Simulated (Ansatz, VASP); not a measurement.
# TaN: VASP beside Ansatz

The input INCAR:

```
  ALGO = Normal
  EDIFF = 1E-6
  ENCUT = 600
  GGA = PE
  GGA_COMPAT = F
  ISIF = 2
  ISMEAR = 0
  LASPH = T
  LCHARG = F
  LREAL = F
  LWAVE = F
  NBANDS = 15
  NELM = 120
  PREC = Accurate
  SIGMA = 0.15
```

Contents of KPOINTS:

```
k-points
0
Gamma
  18 18 18
```

Contents of POSCAR:

```
TaN
1.0
    0.0000000000      2.1790000000      2.1790000000
    2.2552650000      0.0000000000      2.1790000000
    2.2552650000      2.1790000000      0.0000000000
Ta N
1 1
Direct
    0.5000000000      0.5000000000      0.5000000000
    0.0000000000      0.0000000000      0.0000000000
```

Input for Ansatz:

```yaml
crystal:
  lattice:
    - [0.0, 2.179, 2.179]
    - [2.255265, 0.0, 2.179]
    - [2.255265, 2.179, 0.0]
  atoms:
    - { symbol: Ta, position: [0.5, 0.5, 0.5] }
    - { symbol: "N", position: [0.0, 0.0, 0.0] }
basis:
  ecutwfc: 420
kpoints:
  mp_grid: { grid: [18, 18, 18] }
hamiltonian:
  xc: pbe
scf:
  occupations: { method: gaussian, width: 0.15 }
output:
  forces: true
  stress: true
  eigenvalues: true
```

Change from the starting cell: strain +0.0350 x Voigt [1, 0, 0, 0, 0, 0], atoms carried along.

Alike in both runs: task single point; functional PBE; k mesh 18 × 18 × 18; occupations gaussian, width 0.15 eV; no spin polarisation.

```csv
,VASP,Ansatz
version,VASP 6.6.1,Ansatz 0.2.0
potentials or method,"VASP PAW PBE potentials, release 64 (Ta_pv, N), cutoff 600 eV","scalar-relativistic, plane waves, PAW"
valence electrons in the cell,16,18
```

|  | VASP | Ansatz | Ansatz less VASP |
| --- | --- | --- | --- |
| gap on the k mesh at the Fermi level (eV) | none | none | - |
| pressure (GPa) | 3.7 | 3.0 | -0.70 |
| traceless stress, the component that is largest in VASP (GPa) | -12.08 | -12.00 | +0.074 |

A gap of «none» marks a metal or a gap that the smearing closes. The functional is the same, so the differences come from potentials, cutoffs and numerics. VASP's potentials hold 16 valence electrons a cell and Ansatz's 18, so a difference there can come from the potentials and not from the codes.

Neither program's run includes spin-orbit coupling.
